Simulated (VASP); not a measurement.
Here is a VASP 6.6.1 calculation.

Contents of POSCAR:

```
BeP2Pb2
1.0
   -2.8595258278      2.8595258278      3.6293914023
    2.8595258278     -2.8595258278      3.6293914023
    2.8595258278      2.8595258278     -3.6293914023
Be P Pb
1 2 2
Direct
    0.0000000000      0.0000000000      0.0000000000
    0.7242133660      0.7242133660      0.0000000000
    0.2757866340      0.2757866340      0.0000000000
    0.7500000000      0.2500000000      0.5000000000
    0.2500000000      0.7500000000      0.5000000000
```

INCAR.step1

```
SYSTEM = BeP2Pb2
ALGO = Normal
EDIFF = 1E-4
ENCUT = 520
GGA = PE
ISMEAR = -1
LASPH = .True.
LCHARG = .False.
LREAL = .False.
LWAVE = .True.
NBANDS = 28
NELM = 80
PREC = Accurate
SIGMA = 0.03
```

The input INCAR.step2:

```
SYSTEM = BeP2Pb2
ALGO = Normal
BPARAM = 11.95
CPARAM = 0.0093
EDIFF = 1E-7
ENCUT = 520
ISIF = 2
ISMEAR = -1
ISTART = 1
IVDW_NL = 2
LASPH = .True.
LCHARG = .True.
LELF = .True.
LMIXTAU = .True.
LREAL = .False.
LUSE_VDW = .True.
LVHAR = .True.
LWAVE = .False.
METAGGA = R2SCAN
NBANDS = 28
NELM = 80
PREC = Accurate
SIGMA = 0.03
```

Contents of KPOINTS:

```
k-points
0
Gamma
  6 6 6
  0 0 0
```

Potentials or basis: VASP PAW PBE potentials, release 64 (Be, P, Pb_d).

Run with:

```bash
$ cat potpaw_PBE.64/Be/POTCAR potpaw_PBE.64/P/POTCAR potpaw_PBE.64/Pb_d/POTCAR > POTCAR
$ cp INCAR.step1 INCAR
$ mpirun -np 1 vasp_std > vasp.out
$ cp INCAR.step2 INCAR
$ mpirun -np 1 vasp_std > vasp.out
```

Estimate the pressure.

0.0 GPa.

Predict the band gap on the k mesh.

zero (bands 20 and 21 overlap by 2.21 eV).

Estimate the largest force.

0.061 eV/Å.

Forces on the atoms (eV/Å):
```
Be   0.000  0.000  0.000
P    0.000  0.000  0.061
P    0.000  0.000 -0.061
Pb   0.000  0.000  0.000
Pb   0.000  0.000  0.000
```

Caveat: the PAW data sets were made with another functional, which shifts forces and pressure a little; spin-orbit coupling is left out, which moves the levels of the heavy elements.
